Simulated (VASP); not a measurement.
A run of VASP 6.6.1 is set up as follows.

Contents of INCAR:

```
SYSTEM = MgTl
  ALGO = Normal
  EDIFF = 1E-8
  ENCUT = 520
  GGA = CA
  ISIF = 2
  ISMEAR = -1
  LASPH = .True.
  LCHARG = .False.
  LEFG = .True.
  LREAL = .False.
  LWAVE = .False.
  NBANDS = 14
  NELM = 100
  PREC = Accurate
  SIGMA = 0.05
```

KPOINTS

```
k-points
0
Gamma
  9 9 9
  0 0 0
```

Contents of POSCAR:

```
MgTl
1.0
    3.6350000000      0.0000000000      0.0000000000
    0.0000000000      3.6350000000      0.0000000000
    0.0000000000      0.0000000000      3.6350000000
Mg Tl
1 1
Direct
    0.0000000000      0.0000000000      0.0000000000
    0.5000000000      0.5000000000      0.5000000000
```

Potentials or basis: VASP PAW LDA potentials, release 64 (Mg, Tl_d).

Command:

```sh
$ cat potpaw_LDA.64/Mg/POTCAR potpaw_LDA.64/Tl_d/POTCAR > POTCAR
$ mpirun -np 1 vasp_std > vasp.out
```

Problem. Estimate the band gap on the k mesh.

Solution. Zero (an odd number of electrons rules out a gap without spin polarisation).

Problem. Estimate the pressure.

Solution. -2.7 GPa.

Caveat: spin-orbit coupling is left out, which moves the levels of the heavy elements.
